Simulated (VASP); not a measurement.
Runs of VASP 6.6.1 on Ca. The structure is that of space group Fm-3m (No. 225), or close to it. The cells are those of the table. 

| task | cell | k mesh for the DOS | occupations for the DOS | gap on the mesh (eV) | pressure (GPa) |
| --- | --- | --- | --- | --- | --- |
| single point | a = 5.108 Å, angles 33.6°, 2 atoms | - | - | none | 48.3 |
| single point | a = 6.485 Å, angles 33.6°, 2 atoms | - | - | none | 2.8 |
| single point | a = 5.371 Å, angles 33.6°, 2 atoms | - | - | none | (a) |
| single point | a = 6.229 Å, angles 33.6°, 2 atoms | - | - | none | 6.4 |
| single point | a = 5.644 Å, angles 33.6°, 2 atoms | - | - | - | 21.8 |
| single point | a = 5.951 Å, angles 33.6°, 2 atoms | - | - | - | (b) |

Alike in all rows: level PBE; potentials or basis VASP PAW PBE potentials, release 64 (Ca_sv); no spin polarisation; k mesh 9 × 9 × 9; cutoff (eV) 520; smearing fermi-dirac 0.1 eV.

Problem. Estimate the missing entries.

Solution. (a) 33.7; (b) 12.3.

A gap of «none» marks levels without a gap at the run's occupations.
